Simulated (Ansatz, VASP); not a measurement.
## Ge in VASP and in Ansatz

```
CELL_PARAMETERS angstrom
0.08151 2.91839 2.91839
2.91839 0.08151 2.91839
2.91839 2.91839 0.08151
ATOMIC_POSITIONS crystal
Ge 0.00140 0.00140 0.00140
Ge 0.24860 0.24860 0.24860
```

Change from the starting cell: shear_111 strain +4.3%.

Alike in both runs: task single point; functional r2SCAN; k mesh 8 × 8 × 8; occupations fermi-dirac, width 0.02 eV; no spin polarisation.

|  | VASP | Ansatz |
| --- | --- | --- |
| version | VASP 6.6.1 | Ansatz 0.2.0 |
| potentials or method | VASP PAW PBE potentials, release 64 (Ge_d) | plane waves, PAW |
| plane-wave cutoff (eV) | 520 | 500 |
| valence electrons in the cell | 28 | 28 |

```csv
,VASP,Ansatz,Ansatz less VASP
pressure (GPa),-2.5,-2.5,-0.05
"traceless stress, the component that is largest in VASP (GPa)",-1.72,-1.72,-0.002
```

VASP's potentials were made for PBE, not for r2SCAN.
